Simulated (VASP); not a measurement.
# C in VASP: notebook

Runs on C. Level: PBEsol+D3(BJ). Tasks: single point.

Everything below comes from runs of VASP 6.6.1. Logs are shortened: lines on timing, memory, paths and dates and some standing lists are left out, and cuts for length are marked.

## 1. The cell of the first run

The structure is trigonal, space group R-3m (No. 166). Conventional cell: a = 2.438 Å, b = 2.438 Å, c = 9.769 Å, α = 90.00°, β = 90.00°, γ = 120.00°. C (site symmetry 3m) has 3 C at 1.41 Å within 1.9 Å.

## 2. Single point, PBEsol+D3(BJ) (the cell strained)

Contents of INCAR:

```
SYSTEM = C
ALGO = Normal ; EDIFF = 1E-6
ENCUT = 520 ; GGA = PS
ISIF = 2 ; ISMEAR = 0
IVDW = 12 ; LASPH = .True.
LCHARG = .False. ; LREAL = .False.
LWAVE = .False. ; NBANDS = 11
NELM = 80 ; PREC = Accurate
SIGMA = 0.05
```

Contents of KPOINTS:

```
k-points
0
Gamma
  15 15 15
  0 0 0
```

Contents of POSCAR:

```
C
1.0
    1.2189287796      0.7037488590      3.2563122841
   -1.2189287796      0.7037488590      3.2563122841
    0.0000000000     -1.4074977180      3.2563122841
C
2
Direct
    0.1665835217      0.1665835217      0.1665835217
    0.8334164783      0.8334164783      0.8334164783
```

Potentials or basis: VASP PAW PBE potentials, release 64 (C).

Launch:

```
$ cat potpaw_PBE.64/C/POTCAR > POTCAR
$ mpirun -np 1 vasp_std > vasp.out
```

OUTCAR:

```text
SYSTEM = C
   EDIFF = 1E-6
   ENCUT = 520
   GGA = PS
   ISIF = 2
   ISMEAR = 0
   IVDW = 12
   LASPH = .True.
   LREAL = .False.
   NELM = 80
   PREC = Accurate
 IVDW          = 12

 ion  position               nearest neighbor table
   1  0.167  0.167  0.167-   2 1.41   2 1.41   2 1.41
   2  0.833  0.833  0.833-   1 1.41   1 1.41   1 1.41

  LATTYP: Found a trigonal (rhomboedric) cell.
 ALAT       =     3.5474807283
 COS(alpha) =     0.7638725005

  Lattice vectors:

 A1 = (   1.2189287796,   0.7037488590,   3.2563122841)
 A2 = (  -1.2189287796,   0.7037488590,   3.2563122841)
 A3 = (   0.0000000000,  -1.4074977180,   3.2563122841)

Analysis of symmetry for initial positions (statically):
=====================================================================
 Subroutine PRICEL returns:
 Original cell was already a primitive cell.

 Routine SETGRP: Setting up the symmetry group for a
 trigonal (rhombohedral) supercell.

 Subroutine GETGRP returns: Found 12 space group operations
 (whereof 12 operations were pure point group operations)
 out of a pool of 12 trial point group operations.

The static configuration has the point symmetry D_3d.

Analysis of symmetry for dynamics (positions and initial velocities):
=====================================================================
 Subroutine PRICEL returns:
 Original cell was already a primitive cell.

 Routine SETGRP: Setting up the symmetry group for a
 trigonal (rhombohedral) supercell.

 Subroutine GETGRP returns: Found 12 space group operations
 (whereof 12 operations were pure point group operations)
 out of a pool of 12 trial point group operations.

The dynamic configuration has the point symmetry D_3d.

 Subroutine INISYM returns: Found 12 space group operations
 (whereof 12 operations are pure point group operations),
 and found     1 'primitive' translations

----------------------------------------------------------------------------------------

                                     Primitive cell

  volume of cell :      16.7600

  direct lattice vectors                    reciprocal lattice vectors
     1.218928780  0.703748859  3.256312284     0.410196238  0.236826909  0.102365284
    -1.218928780  0.703748859  3.256312284    -0.410196238  0.236826909  0.102365284
     0.000000000 -1.407497718  3.256312284     0.000000000 -0.473653817  0.102365284

  length of vectors
     3.547480728  3.547480728  3.547480728     0.484589094  0.484589094  0.484589094

  position of ions in fractional coordinates (direct lattice)
     0.166583522  0.166583522  0.166583522
     0.833416478  0.833416478  0.833416478

  ion indices of the primitive-cell ions
   primitive index   ion index
                 1           1
                 2           2

----------------------------------------------------------------------------------------

 KPOINTS: k-points

Automatic generation of k-mesh.
 Grid dimensions read from file:
 generate k-points for:   15   15   15

 Generating k-lattice:

  Cartesian coordinates                     Fractional coordinates (reciprocal lattice)
     0.027346416  0.015788461  0.006824352     0.066666667  0.000000000  0.000000000
    -0.027346416  0.015788461  0.006824352     0.000000000  0.066666667  0.000000000
     0.000000000 -0.031576921  0.006824352     0.000000000  0.000000000  0.066666667

  Length of vectors
     0.032305940  0.032305940  0.032305940

  Shift w.r.t. Gamma in fractional coordinates (k-lattice)
     0.000000000  0.000000000  0.000000000

 Subroutine IBZKPT returns following result:
 ===========================================

 Found    344 irreducible k-points:

 Following reciprocal coordinates:
            Coordinates               Weight
  0.000000  0.000000  0.000000      1.000000
  0.066667 -0.000000  0.000000      6.000000
  0.133333 -0.000000  0.000000      6.000000
  0.200000  0.000000  0.000000      6.000000
  0.266667 -0.000000  0.000000      6.000000
  0.333333 -0.000000  0.000000      6.000000
[... 16 lines left out ...]
  0.133333  0.133333  0.000000      6.000000
  0.200000  0.133333  0.000000     12.000000
 [... further k-points ...]
   k-points           NKPTS =    344   k-points in BZ     NKDIM =    344   number of bands    NBANDS=     11
   number of dos      NEDOS =    301   number of ions     NIONS =      2
   total plane-waves  NPLWV =  21952
   dimension x,y,z NGX =    28 NGY =   28 NGZ =   28
   dimension x,y,z NGXF=    56 NGYF=   56 NGZF=   56
   ions per type =               2
   NGX,Y,Z   is equivalent  to a cutoff of  13.12, 13.12, 13.12 a.u.
   NGXF,Y,Z  is equivalent  to a cutoff of  26.24, 26.24, 26.24 a.u.
 SYSTEM =  C
   PREC   = accura    normal or accurate (medium, high low for compatibility)
   ISTART =      0    job   : 0-new  1-cont  2-samecut
   ICHARG =      2    charge: 1-file 2-atom 10-const
   ISPIN  =      1    spin polarized calculation?
   LNONCOLLINEAR =      F non collinear calculations
[... 37 lines left out ...]
  energy-cutoff  :      520.00
  volume of cell :       16.76
 maximum number of plane-waves:       464
   NGX = 13   NGY = 13   NGZ = 13

 number of electron       8.0000000 magnetization

 Free energy of the ion-electron system (eV)
  ---------------------------------------------------
  ext. energy  EPLUGINS =         0.00000000
  ---------------------------------------------------
  free energy    TOTEN  =       -19.26720642 eV

  energy without entropy =      -19.26720642  energy(sigma->0) =      -19.26720642

 E-fermi :   4.8713     XC(G=0): -10.8248

 val. band max:        4.6755302206   @ k =  -0.3333   0.3333   0.0000
 cond. band min:       5.4547279667   @ k =  -0.3333   0.3333   0.0000
 fundamental gap:      0.7791977461
 Fermi energy:         4.8712740971

 k-point     1 :       0.0000    0.0000    0.0000
  band No.  band energies     occupation
      1     -14.8487      2.00000
      2      -1.5473      2.00000
      3       2.1312      2.00000
      4       2.1312      2.00000
      5       9.2429      0.00000
      6      13.6517      0.00000
      7      13.6517      0.00000
      8      16.8345      0.00000
      9      18.6265      0.00000
     10      27.9776      0.00000
     11      31.6698      0.00000

 k-point     2 :       0.0667   -0.0000    0.0000
  band No.  band energies     occupation
      1     -14.7386      2.00000
      2      -1.4379      2.00000
      3       1.7019      2.00000
      4       1.9009      2.00000
      5       9.3993      0.00000
      6      13.7146      0.00000
      7      14.1184      0.00000
      8      16.4406      0.00000
      9      18.8046      0.00000
     10      28.3384      0.00000
     11      30.4634      0.00000

 k-point     3 :       0.1333   -0.0000    0.0000
  band No.  band energies     occupation
      1     -14.4090      2.00000
      2      -1.1110      2.00000
      3       0.5571      2.00000
      4       1.3184      2.00000
      5       9.8678      0.00000
      6      13.7778      0.00000
      7      15.3655      0.00000
      8      15.4019      0.00000
      9      19.3660      0.00000
     10      28.0737      0.00000
     11      29.3752      0.00000

 k-point     4 :       0.2000    0.0000    0.0000
  band No.  band energies     occupation
      1     -13.8625      2.00000
      2      -1.0213      2.00000
      3      -0.5700      2.00000
      4       0.5920      2.00000
      5      10.6394      0.00000
      6      13.6163      0.00000
      7      13.9220      0.00000
      8      17.2668      0.00000
      9      20.2398      0.00000
     10      26.0130      0.00000
     11      28.4013      0.00000
[... 239 lines left out ...]
 k-point    22 :      -0.0667    0.0667    0.0000
  band No.  band energies     occupation
      1     -14.5238      2.00000
      2      -1.1775      2.00000
      3       0.9749      2.00000
      4       1.4359      2.00000
      5       9.6308      0.00000
      6      13.8963      0.00000
      7      14.8450      0.00000
      8      15.6989      0.00000
      9      19.2130      0.00000
     10      28.3428      0.00000
     11      28.9915      0.00000

 k-point    23 :       0.1333    0.1333    0.0000
  band No.  band energies     occupation
      1     -14.3893      2.00000
      2      -1.2709      2.00000
      3       0.5759      2.00000
      4       1.3016      2.00000
      5      10.1815      0.00000
      6      13.7352      0.00000
      7      15.3311      0.00000
      8      15.4058      0.00000
      9      19.3998      0.00000
     10      27.7110      0.00000
     11      29.2753      0.00000

 k-point    24 :       0.2000    0.1333    0.0000
  band No.  band energies     occupation
      1     -14.0522      2.00000
      2      -1.0136      2.00000
      3      -0.2748      2.00000
      4       0.6692      2.00000
      5      10.7884      0.00000
      6      13.9776      0.00000
      7      14.4192      0.00000
      8      16.1089      0.00000
      9      20.1276      0.00000
     10      25.9778      0.00000
     11      29.8636      0.00000

 [... further k-points ...]

------------------------ aborting loop because EDIFF is reached ----------------------------------------

 Edisp (eV)   -0.22677

 E8    (eV) :    -0.1103

  FORCE on cell =-STRESS in cart. coord.  units (eV):
  Direction    XX          YY          ZZ          XY          YZ          ZX
  --------------------------------------------------------------------------------------
  -------------------------------------------------------------------------------------
  Total       1.35298     1.35298     0.02062     0.00000    -0.00000    -0.00000
  in kB     129.33857   129.33857     1.97160     0.00000    -0.00000    -0.00000
  external pressure =       86.88 kB  Pullay stress =        0.00 kB

 VOLUME and BASIS-vectors are now :
 -----------------------------------------------------------------------------
  energy-cutoff  :      520.00
  volume of cell :       16.76
      direct lattice vectors                 reciprocal lattice vectors
     1.218928780  0.703748859  3.256312284     0.410196238  0.236826909  0.102365284
    -1.218928780  0.703748859  3.256312284    -0.410196238  0.236826909  0.102365284
     0.000000000 -1.407497718  3.256312284     0.000000000 -0.473653817  0.102365284

 POSITION                                       TOTAL-FORCE (eV/Angst)
 -----------------------------------------------------------------------------------
      0.00000      0.00000      1.62734         0.000000     -0.000000     -0.000268
      0.00000      0.00000      8.14159         0.000000      0.000000      0.000268
 -----------------------------------------------------------------------------------
    total drift:                                0.000000     -0.000000     -0.000000

  FREE ENERGIE OF THE ION-ELECTRON SYSTEM (eV)
  ---------------------------------------------------
  free  energy   TOTEN  =       -19.4939795541 eV

  energy  without entropy=      -19.4939795541  energy(sigma->0) =      -19.49397955
```

It took 71 s on 1 thread of Intel Xeon Platinum 8488C (Sapphire Rapids), shared host; peak memory 0.19 GiB.

What came out:

| Property | Result |
| --- | --- |
| Free energy | -19.4940 eV |
| Pressure | 8.7 GPa |
| Dispersion energy per atom | -0.113 eV |

Stress tensor (GPa, compression positive):
```
12.93  0.00  0.00
 0.00 12.93  0.00
 0.00  0.00  0.20
```

Caveat: the cell differs from its parent crystal (the cell strained); the cell stands under pressure; the PAW data sets were made with another functional, which shifts forces and pressure a little.

## 3. Single point, PBEsol+D3(BJ) (the cell strained)

Contents of INCAR:

```
PREC     = Accurate       # precision mode
ENCUT    = 520            # plane-wave cutoff, eV
EDIFF    = 1E-6           # SCF threshold, eV
ISMEAR   = 0              # smearing method
SIGMA    = 0.05           # smearing width, eV
LREAL    = F              # projectors in reciprocal space
LASPH    = T              # aspherical terms in the spheres
NELM     = 100            # most SCF steps
ALGO     = Normal         # electronic algorithm
ISIF     = 2              # what is computed and relaxed
LWAVE    = F              # write WAVECAR
LCHARG   = T              # write CHGCAR
GGA      = PS             # functional
IVDW     = 12             # dispersion correction
LELF     = T              # ELF
LVHAR    = T            
NBANDS   = 11             # bands
```

Contents of KPOINTS:

```
Automatic mesh
0
Gamma
  15 15 15
```

Contents of POSCAR:

```
C
1.0
    1.2393323470      0.7155288641      3.3108194777
   -1.2393323470      0.7155288641      3.3108194777
    0.0000000000     -1.4310577282      3.3108194777
C
2
Direct
    0.1665835217      0.1665835217      0.1665835217
    0.8334164783      0.8334164783      0.8334164783
```

Potentials or basis: VASP PAW PBE potentials, release 64 (C).

Launch:

```
$ cat potpaw_PBE.64/C/POTCAR > POTCAR
$ mpirun -np 1 vasp_std > vasp.out
```

Wall time 63 s (1 thread of Intel Xeon Platinum 8488C (Sapphire Rapids), shared host); peak memory 0.19 GiB.

The run converged. Its results:

```
Free energy                : -19.4988 eV
Pressure                   : -6.5 GPa
Dispersion energy per atom : -0.111 eV
```

Stress tensor (GPa, compression positive):
```
-9.59  0.00  0.00
 0.00 -9.59  0.00
 0.00  0.00 -0.35
```

Caveat: the cell differs from its parent crystal (the cell strained); the cell stands under tension; the PAW data sets were made with another functional, which shifts forces and pressure a little.

## 4. Single point, PBEsol+D3(BJ) (the cell strained)

Contents of INCAR:

```
SYSTEM = C
PREC = Accurate
ENCUT = 520
EDIFF = 1E-7
ISMEAR = 0
SIGMA = 0.05
LREAL = .FALSE.
LASPH = .TRUE.
NELM = 100
ALGO = Normal
ISIF = 2
LWAVE = .FALSE.
LCHARG = .TRUE.
GGA = PS
IVDW = 12
LELF = .TRUE.
LVHAR = .TRUE.
NBANDS = 11
```

Contents of KPOINTS:

```
regular mesh
0
G
  15 15 15
  0 0 0
```

Contents of POSCAR:

```
C
1.0
    1.2496570437      0.7214898306      3.3384014311
   -1.2496570437      0.7214898306      3.3384014311
    0.0000000000     -1.4429796611      3.3384014311
C
2
Direct
    0.1665835217      0.1665835217      0.1665835217
    0.8334164783      0.8334164783      0.8334164783
```

Launch:

```
$ cat potpaw_PBE.64/C/POTCAR > POTCAR
$ mpirun -np 1 vasp_std > vasp.out
```

Run time: 76 s. Hardware: 1 thread of Intel Xeon Platinum 8488C (Sapphire Rapids), shared host; peak memory 0.2 GiB.

Results (log left out):

* Free energy: -19.4719 eV
* Pressure: -13.0 GPa
* Dispersion energy per atom: -0.110 eV

Forces on the atoms (eV/Å):
```
C    0.000  0.000  0.003
C    0.000  0.000 -0.003
```

Stress tensor (GPa, compression positive):
```
-19.28   0.00   0.00
  0.00 -19.28   0.00
  0.00   0.00  -0.54
```

Caveat: the cell differs from its parent crystal (the cell strained); the cell stands under tension; the PAW data sets were made with another functional, which shifts forces and pressure a little.

## 5. Single point, PBEsol+D3(BJ) (the cell strained)

Contents of INCAR:

```
PREC     = Accurate       # precision mode
ENCUT    = 520            # plane-wave cutoff, eV
EDIFF    = 1E-6           # SCF threshold, eV
ISMEAR   = 0              # smearing method
SIGMA    = 0.05           # smearing width, eV
LREAL    = False          # projectors in reciprocal space
LASPH    = True           # aspherical terms in the spheres
NELM     = 100            # most SCF steps
ALGO     = Normal         # electronic algorithm
ISIF     = 2              # what is computed and relaxed
LWAVE    = False          # write WAVECAR
LCHARG   = True           # write CHGCAR
GGA      = PS             # functional
IVDW     = 12             # dispersion correction
LELF     = True           # ELF
LVHAR    = True         
NBANDS   = 11             # bands
```

Contents of KPOINTS:

```
Automatic mesh
0
Gamma
  15 15 15
```

Contents of POSCAR:

```
C
1.0
    1.2598588274      0.7273798331      3.3656550279
   -1.2598588274      0.7273798331      3.3656550279
    0.0000000000     -1.4547596662      3.3656550279
C
2
Direct
    0.1665835217      0.1665835217      0.1665835217
    0.8334164783      0.8334164783      0.8334164783
```

Launch:

```
$ cat potpaw_PBE.64/C/POTCAR > POTCAR
$ mpirun -np 1 vasp_std > vasp.out
```

It took 61 s on 1 thread of Intel Xeon Platinum 8488C (Sapphire Rapids), shared host; peak memory 0.2 GiB.

The run converged. Its results:

| Item | Value |
| --- | --- |
| Free energy | -19.4277 eV |
| Pressure | -18.8 GPa |
| Largest force | 0.004 eV/Å |
| Dispersion energy per atom | -0.108 eV |

Forces in eV/Å, atoms in the order of the input:
```
C    0.000  0.000  0.004
C    0.000  0.000 -0.004
```

Stress tensor (GPa, compression positive):
```
-27.90   0.00   0.00
  0.00 -27.90   0.00
  0.00   0.00  -0.74
```

Caveat: the cell differs from its parent crystal (the cell strained); the cell stands under tension; the PAW data sets were made with another functional, which shifts forces and pressure a little.

## 6. Single point, PBEsol+D3(BJ) (atoms displaced along a vibrational mode, the cell strained)

Contents of INCAR:

```
SYSTEM = C
  PREC = Accurate
  ENCUT = 520
  EDIFF = 1E-6
  ISMEAR = 0
  SIGMA = 0.05
  LREAL = .False.
  LASPH = .True.
  NELM = 80
  ALGO = Normal
  ISIF = 2
  LWAVE = .False.
  LCHARG = .False.
  GGA = PS
  IVDW = 12
  NBANDS = 11
```

Contents of KPOINTS:

```
regular mesh
0
Gamma
  15 15 15
  0 0 0
```

Contents of POSCAR:

```
C
1.0
    1.1984022992      0.6918978901      3.2014767339
   -1.1984022992      0.6918978901      3.2014767339
    0.0000000000     -1.3837957801      3.2014767339
C
2
Direct
    0.1421760251      0.1909910183      0.1665835217
    0.8578239749      0.8090089817      0.8334164783
```

Potentials or basis: VASP PAW PBE potentials, release 64 (C).

Launch:

```
$ cat potpaw_PBE.64/C/POTCAR > POTCAR
$ mpirun -np 1 vasp_std > vasp.out
```

Wall time 5.1 min (1 thread of Intel Xeon Platinum 8488C (Sapphire Rapids), shared host); peak memory 0.36 GiB.

Results (log left out):

* Free energy: -18.9463 eV
* Pressure: 35.2 GPa
* Largest force: 7.875 eV/Å
* Dispersion energy per atom: -0.113 eV

Forces on the atoms (eV/Å):
```
C    7.778 -1.231 -0.003
C   -7.778  1.231  0.003
```

Stress tensor (GPa, compression positive):
```
 54.37 -24.47  -0.09
-24.47  50.40   0.03
 -0.09   0.03   0.96
```

Caveat: the cell differs from its parent crystal (atoms displaced along a vibrational mode, the cell strained); the cell stands under pressure; the PAW data sets were made with another functional, which shifts forces and pressure a little.

## 7. Summary

| cell | pressure (GPa) |
| --- | --- |
| a = 3.547 Å, angles 40.2°, 2 atoms, atomic positions A | 8.7 |
| a = 3.607 Å, angles 40.2°, 2 atoms, atomic positions A | -6.5 |
| a = 3.637 Å, angles 40.2°, 2 atoms, atomic positions A | -13.0 |
| a = 3.667 Å, angles 40.2°, 2 atoms, atomic positions A | -18.8 |
| a = 3.488 Å, angles 40.2°, 2 atoms, atomic positions B | 35.2 |

Alike in all rows: task single point; level PBEsol+D3(BJ); potentials or basis VASP PAW PBE potentials, release 64 (C); no spin polarisation; k mesh 15 × 15 × 15; cutoff (eV) 520; smearing gaussian 0.05 eV.

Caveats: the PAW data sets were made with another functional, which shifts forces and pressure a little; the cell stands under tension (at least some runs); the cell stands under pressure (at least some runs).

Total energies depend on the potentials used, so only differences within one code and one set of settings carry meaning.
